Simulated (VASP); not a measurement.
Here is a VASP 6.6.1 calculation.

POSCAR

```
GaN
1.0
    0.0000000000      2.2489367510      2.2489367510
    2.2489367510      0.0000000000      2.2489367510
    2.2489367510      2.2489367510      0.0000000000
Ga N
1 1
Direct
    0.0000000000      0.0000000000      0.0000000000
    0.7500000000      0.7500000000      0.7500000000
```

The input INCAR.step1:

```
SYSTEM = GaN
  ALGO = Normal
  EDIFF = 1E-4
  ENCUT = 520
  GGA = PE
  ISMEAR = 0
  LASPH = .True.
  LCHARG = .False.
  LREAL = .False.
  LWAVE = .True.
  NBANDS = 16
  NELM = 80
  PREC = Accurate
  SIGMA = 0.02
```

Contents of INCAR.step2:

```
SYSTEM = GaN
  ALGO = Normal
  EDIFF = 1E-6
  ENCUT = 520
  ISIF = 2
  ISMEAR = 0
  ISTART = 1
  LASPH = .True.
  LCHARG = .True.
  LELF = .True.
  LMIXTAU = .True.
  LREAL = .False.
  LVHAR = .True.
  LWAVE = .False.
  METAGGA = R2SCAN
  NBANDS = 16
  NELM = 80
  PREC = Accurate
  SIGMA = 0.02
```

KPOINTS

```
k-points
0
Gamma
  10 10 10
  0 0 0
```

Potentials or basis: VASP PAW PBE potentials, release 64 (Ga_d, N).

The run is started by

```sh
$ cat potpaw_PBE.64/Ga_d/POTCAR potpaw_PBE.64/N/POTCAR > POTCAR
$ cp INCAR.step1 INCAR
$ mpirun -np 1 vasp_std > vasp.out
$ cp INCAR.step2 INCAR
$ mpirun -np 1 vasp_std > vasp.out
```

Task: What does it give for the band gap on the k mesh?

Result: 2.16 eV, direct.

Task: Estimate the pressure.

Result: 1.1 GPa.

Caveat: the PAW data sets were made with another functional, which shifts forces and pressure a little. r2SCAN opens gaps a little over a GGA but as a rule still falls short of measured ones.
